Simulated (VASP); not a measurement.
# WCl2F2 (I4/mmm) in VASP: notebook

WCl2F2 is run at these levels: PBE; tasks: single point, relaxation of cell and atoms.

Program: VASP 6.6.1. These are calculated values, not measurements. Logs are shortened: lines on timing, memory, paths and dates and some standing lists are left out, and cuts for length are marked.

## Step 1: The cell of the first run

The structure is tetragonal, space group I4/mmm (No. 139). Conventional cell: a = 3.716 Å, b = 3.716 Å, c = 11.925 Å, α = 90.00°, β = 90.00°, γ = 90.00°. W (site symmetry 4/mmm) has 2 Cl at 1.65 Å within 2.2 Å. Cl (site symmetry 4mm) has 1 W at 1.65 Å within 2.2 Å. F (site symmetry 4mm) has 5 Cl at 2.50 to 2.63 Å and 4 W at 3.19 Å within 3.3 Å.

The cell was generated, and may not be a known phase.

## Step 2: Single point, PBE

INCAR

```
SYSTEM = WCl2F2
PREC     = Accurate       ! precision mode
ENCUT    = 520            ! plane-wave cutoff, eV
EDIFF    = 1E-6           ! SCF threshold, eV
ISMEAR   = 0              ! smearing method
SIGMA    = 0.1            ! smearing width, eV
LREAL    = .False.        ! projectors in reciprocal space
LASPH    = .True.         ! aspherical terms in the spheres
NELM     = 80             ! most SCF steps
ALGO     = Normal         ! electronic algorithm
ISIF     = 2              ! what is computed and relaxed
LWAVE    = .False.        ! write WAVECAR
LCHARG   = .False.        ! write CHGCAR
GGA      = PE             ! functional
NBANDS   = 29             ! bands
```

KPOINTS

```
Automatic mesh
0
Gamma
  6 6 6
  0 0 0
```

POSCAR

```
WCl2F2
1.0
   -1.8577707900      1.8577707900      5.9623051000
    1.8577707900     -1.8577707900      5.9623051000
    1.8577707900      1.8577707900     -5.9623051000
W Cl F
1 2 2
Direct
    0.0000000000      0.0000000000      0.0000000000
    0.1381600100      0.1381600100      0.0000000000
    0.8618399900      0.8618399900      0.0000000000
    0.3475900000      0.3475900000      0.0000000000
    0.6524100000      0.6524100000      0.0000000000
```

Potentials or basis: VASP PAW PBE potentials, release 64 (W_sv, Cl, F).

Command:

```bash
$ cat potpaw_PBE.64/W_sv/POTCAR potpaw_PBE.64/Cl/POTCAR potpaw_PBE.64/F/POTCAR > POTCAR
$ mpirun -np 1 vasp_std > vasp.out
```

OUTCAR:

```text
SYSTEM = WCl2F2
   PREC = Accurate
   ENCUT = 520
   EDIFF = 1E-6
   ISMEAR = 0
   LREAL = .False.
   LASPH = .True.
   NELM = 80
   ISIF = 2
   GGA = PE

 ion  position               nearest neighbor table
   1  0.000  0.000  0.000-   2 1.65   3 1.65
   2  0.138  0.138  0.000-   1 1.65
   3  0.862  0.862  0.000-   1 1.65
   4  0.348  0.348  0.000-
   5  0.652  0.652  0.000-

  LATTYP: Found a body centered tetragonal cell.
 ALAT       =     3.7155415800
 C/A-ratio  =     3.2093868265

  Lattice vectors:

 A1 = (  -1.8577707900,   1.8577707900,   5.9623051000)
 A2 = (   1.8577707900,  -1.8577707900,   5.9623051000)
 A3 = (   1.8577707900,   1.8577707900,  -5.9623051000)

Analysis of symmetry for initial positions (statically):
=====================================================================
 Subroutine PRICEL returns:
 Original cell was already a primitive cell.

 Routine SETGRP: Setting up the symmetry group for a
 body centered tetragonal supercell.

 Subroutine GETGRP returns: Found 16 space group operations
 (whereof 16 operations were pure point group operations)
 out of a pool of 16 trial point group operations.

The static configuration has the point symmetry D_4h.

Analysis of symmetry for dynamics (positions and initial velocities):
=====================================================================
 Subroutine PRICEL returns:
 Original cell was already a primitive cell.

 Routine SETGRP: Setting up the symmetry group for a
 body centered tetragonal supercell.

 Subroutine GETGRP returns: Found 16 space group operations
 (whereof 16 operations were pure point group operations)
 out of a pool of 16 trial point group operations.

The dynamic configuration has the point symmetry D_4h.

 Subroutine INISYM returns: Found 16 space group operations
 (whereof 16 operations are pure point group operations),
 and found     1 'primitive' translations

----------------------------------------------------------------------------------------

                                     Primitive cell

  volume of cell :      82.3111

  direct lattice vectors                    reciprocal lattice vectors
    -1.857770790  1.857770790  5.962305100     0.000000000  0.269139768  0.083860184
     1.857770790 -1.857770790  5.962305100     0.269139768  0.000000000  0.083860184
     1.857770790  1.857770790 -5.962305100     0.269139768  0.269139768  0.000000000

  length of vectors
     6.515497427  6.515497427  6.515497427     0.281902014  0.281902014  0.380621111

  position of ions in fractional coordinates (direct lattice)
     0.000000000  0.000000000  0.000000000
     0.138160010  0.138160010  0.000000000
     0.861839990  0.861839990  0.000000000
     0.347590000  0.347590000  0.000000000
     0.652410000  0.652410000  0.000000000

  ion indices of the primitive-cell ions
   primitive index   ion index
                 1           1
                 2           2
                 3           3
                 4           4
                 5           5

----------------------------------------------------------------------------------------

 KPOINTS: Automatic mesh

Automatic generation of k-mesh.
 Grid dimensions read from file:
 generate k-points for:    6    6    6

 Generating k-lattice:

  Cartesian coordinates                     Fractional coordinates (reciprocal lattice)
     0.000000000  0.044856628  0.013976697     0.166666667 -0.000000000  0.000000000
     0.044856628  0.000000000  0.013976697    -0.000000000  0.166666667  0.000000000
     0.044856628  0.044856628  0.000000000     0.000000000  0.000000000  0.166666667

  Length of vectors
     0.046983669  0.046983669  0.063436852

  Shift w.r.t. Gamma in fractional coordinates (k-lattice)
     0.000000000  0.000000000  0.000000000

 Subroutine IBZKPT returns following result:
 ===========================================

 Found     30 irreducible k-points:

 Following reciprocal coordinates:
            Coordinates               Weight
  0.000000  0.000000  0.000000      1.000000
  0.166667  0.000000 -0.000000      8.000000
  0.333333  0.000000 -0.000000      8.000000
  0.500000 -0.000000  0.000000      4.000000
  0.166667  0.166667  0.000000      8.000000
  0.333333  0.166667  0.000000     16.000000
[... 16 lines left out ...]
 -0.333333 -0.333333  0.166667      8.000000
 -0.166667 -0.333333  0.166667      8.000000
 [... further k-points ...]
   k-points           NKPTS =     30   k-points in BZ     NKDIM =     30   number of bands    NBANDS=     29
   number of dos      NEDOS =    301   number of ions     NIONS =      5
   total plane-waves  NPLWV = 110592
   dimension x,y,z NGX =    48 NGY =   48 NGZ =   48
   dimension x,y,z NGXF=    96 NGYF=   96 NGZF=   96
   ions per type =               1   2   2
   NGX,Y,Z   is equivalent  to a cutoff of  12.25, 12.25, 12.25 a.u.
   NGXF,Y,Z  is equivalent  to a cutoff of  24.49, 24.49, 24.49 a.u.
 SYSTEM =  WCl2F2
   PREC   = accura    normal or accurate (medium, high low for compatibility)
   ISTART =      0    job   : 0-new  1-cont  2-samecut
   ICHARG =      2    charge: 1-file 2-atom 10-const
   ISPIN  =      1    spin polarized calculation?
   LNONCOLLINEAR =      F non collinear calculations
   LSORBIT =      F    spin-orbit coupling
   LASPH  =      T    aspherical Exc in radial PAW
   ENCUT  =  520.0 eV  38.22 Ry    6.18 a.u.  12.11 12.11 12.11*2*pi/ulx,y,z
   NELM   =     80;   NELMIN=  2; NELMDL= -5     # of ELM steps
   EDIFF  = 0.1E-05   stopping-criterion for ELM
   LREAL  =      F    real-space projection
   EDIFFG = 0.1E-04   stopping-criterion for IOM
   NSW    =      0    number of steps for IOM
   IBRION =     -1    ionic relax: 0-MD 1-quasi-New 2-CG
   NFREE  =      0    steps in history (QN), initial steepest desc. (CG)
   ISIF   =      2    stress and relaxation
   ISYM   =      2    0-nonsym 1-usesym 2-fastsym
   POTIM  = 0.5000    time-step for ionic-motion
   TEBEG  =    0.0;   TEEND  =   0.0 temperature during run
   PSTRESS=    0.0 pullay stress
   NELECT =      42.0000    total number of electrons
   NUPDOWN=      -1.0000    fix difference up-down
   EMIN   =  10.00;   EMAX   =-10.00  energy-range for DOS
   EFERMI =   0.00;   METHOD = LEGACY
   ISMEAR =     0;   SIGMA  =   0.10  broadening in eV -4-tet -1-fermi 0-gaus
   EFERMI_NEDOS =   21; number of points for ismear=-14 and -15
   IALGO  =     38    algorithm
   IMIX   =      4    mixing-type and parameters
     AMIX     =   0.40;   BMIX     =  1.00
     AMIX_MAG =   1.60;   BMIX_MAG =  1.00
  volume/ion in A,a.u.               =      16.46       111.09
  Fermi-wavevector in a.u.,A,eV,Ry     =   1.308193  2.472126 23.284583  1.711369
  Thomas-Fermi vector in A             =   2.438876
   LORBIT       =      0    0 simple, 1 ext, 2 COOP (PROOUT), +10 PAW based schemes
   GGA     = PE    functional components
   LHFCALC =     F    Hartree Fock is set to
   AEXX    =    0.0000 exact exchange contribution
   IVDW    =     0    specifies the selected vdW correction
   LEPSILON=     F    determine dielectric tensor
   LRPA    =     F    only Hartree local field effects (RPA)
 non-spin polarized calculation
 Gauss-broadening in eV      SIGMA  =   0.10
  energy-cutoff  :      520.00
  volume of cell :       82.31
 maximum number of plane-waves:      2230
   NGX = 25   NGY = 25   NGZ = 25

 number of electron      42.0000002 magnetization

 Free energy of the ion-electron system (eV)
  ---------------------------------------------------
  ext. energy  EPLUGINS =         0.00000000
  ---------------------------------------------------
  free energy    TOTEN  =        -3.65580916 eV

  energy without entropy =       -3.63187613  energy(sigma->0) =       -3.64384265

 E-fermi :   3.5328     XC(G=0):  -9.9034

 val. band max:        3.5233355830   @ k =  -0.1667  -0.1667   0.1667
 cond. band min:       3.5503323740   @ k =   0.5000   0.5000   0.3333
 fundamental gap:      0.0269967910
 Fermi energy:         3.5328125995

 k-point     1 :       0.0000    0.0000    0.0000
  band No.  band energies     occupation
      1     -71.4535      2.00000
      2     -39.0423      2.00000
      3     -35.3206      2.00000
      4     -35.3206      2.00000
      5     -17.7813      2.00000
      6     -17.4434      2.00000
[... 21 lines left out ...]
     28      12.7347      0.00000
     29      13.9148      0.00000

 k-point     2 :       0.1667    0.0000   -0.0000
  band No.  band energies     occupation
      1     -71.4533      2.00000
      2     -39.0417      2.00000
      3     -35.3282      2.00000
      4     -35.3200      2.00000
      5     -17.7196      2.00000
      6     -17.4406      2.00000
[... 21 lines left out ...]
     28      12.6245      0.00000
     29      13.4605      0.00000

 k-point     3 :       0.3333    0.0000   -0.0000
  band No.  band energies     occupation
      1     -71.4530      2.00000
      2     -39.0404      2.00000
      3     -35.3435      2.00000
      4     -35.3189      2.00000
      5     -17.5803      2.00000
      6     -17.4403      2.00000
[... 21 lines left out ...]
     28      13.4661      0.00000
     29      14.4751      0.00000

 k-point     4 :       0.5000   -0.0000    0.0000
  band No.  band energies     occupation
      1     -71.4529      2.00000
      2     -39.0398      2.00000
      3     -35.3511      2.00000
      4     -35.3184      2.00000
      5     -17.4737      2.00000
      6     -17.4711      2.00000
[... 597 lines left out ...]
     28      13.5923      0.00000
     29      14.2132      0.00000

 k-point    23 :      -0.3333   -0.3333    0.1667
  band No.  band energies     occupation
      1     -71.4532      2.00000
      2     -39.0411      2.00000
      3     -35.3277      2.00000
      4     -35.3276      2.00000
      5     -17.6029      2.00000
      6     -17.4611      2.00000
[... 21 lines left out ...]
     28      12.3648      0.00000
     29      12.4788      0.00000

 k-point    24 :      -0.1667   -0.3333    0.1667
  band No.  band energies     occupation
      1     -71.4533      2.00000
      2     -39.0417      2.00000
      3     -35.3282      2.00000
      4     -35.3200      2.00000
      5     -17.6709      2.00000
      6     -17.4591      2.00000
[... 21 lines left out ...]
     28      12.2242      0.00000
     29      13.5957      0.00000

 [... further k-points ...]

------------------------ aborting loop because EDIFF is reached ----------------------------------------

  FORCE on cell =-STRESS in cart. coord.  units (eV):
  Direction    XX          YY          ZZ          XY          YZ          ZX
  --------------------------------------------------------------------------------------
  -------------------------------------------------------------------------------------
  Total       -0.4596557     -0.4596557    139.0334792      0.0000000      0.0000000      0.0000000
  in kB       -8.9471507     -8.9471507   2706.2725092      0.0000000      0.0000000      0.0000000
  external PRESSURE =     896.1260693 kB  Pullay stress =       0.0000000 kB

 VOLUME and BASIS-vectors are now :
 -----------------------------------------------------------------------------
  energy-cutoff  :      520.00
  volume of cell :       82.31
      direct lattice vectors                 reciprocal lattice vectors
    -1.857770790  1.857770790  5.962305100     0.000000000  0.269139768  0.083860184
     1.857770790 -1.857770790  5.962305100     0.269139768  0.000000000  0.083860184
     1.857770790  1.857770790 -5.962305100     0.269139768  0.269139768  0.000000000

 POSITION                                       TOTAL-FORCE (eV/Angst)
 -----------------------------------------------------------------------------------
      0.00000      0.00000      0.00000        -0.000000     -0.000000     -0.000000
      0.00000      0.00000      1.64750         0.000000      0.000000     41.628191
      0.00000      0.00000     10.27711        -0.000000     -0.000000    -41.628191
      0.00000      0.00000      4.14488        -0.000000     -0.000000      0.500850
      0.00000      0.00000      7.77973        -0.000000     -0.000000     -0.500850
 -----------------------------------------------------------------------------------
    total drift:                               -0.000000      0.000000      0.000000

  FREE ENERGIE OF THE ION-ELECTRON SYSTEM (eV)
  ---------------------------------------------------
  free  energy   TOTEN  =        -3.6558091619 eV

  energy  without entropy=       -3.6318761333  energy(sigma->0) =       -3.64384265
```

Wall time 2.2 min (1 thread of Intel Xeon Platinum 8488C (Sapphire Rapids), shared host); peak memory 0.36 GiB.

Results:

* Free energy: -3.6558 eV
* Pressure: 89.6 GPa
* Largest force: 41.628 eV/Å
* Band gap on the k mesh: zero (bands 21 and 22 overlap by 0.72 eV)

Forces on the atoms (eV/Å):
```
W     0.000   0.000   0.000
Cl    0.000   0.000  41.628
Cl    0.000   0.000 -41.628
F     0.000   0.000   0.501
F     0.000   0.000  -0.501
```

Stress tensor (GPa, compression positive):
```
 -0.89   0.00   0.00
  0.00  -0.89   0.00
  0.00   0.00 270.63
```

Caveat: atoms lie so close that the PAW spheres overlap strongly, which falsifies energies and pressures; the stress differs along the axes, from -1 to 271 GPa; spin-orbit coupling is left out, which moves the levels of the heavy elements; forces of over 1 eV/Å act on the atoms, so gaps and moduli don't describe the material at rest.

[end of part 1 of 3]

The gap in the log of VASP goes by the Fermi energy; the results here count the filled bands.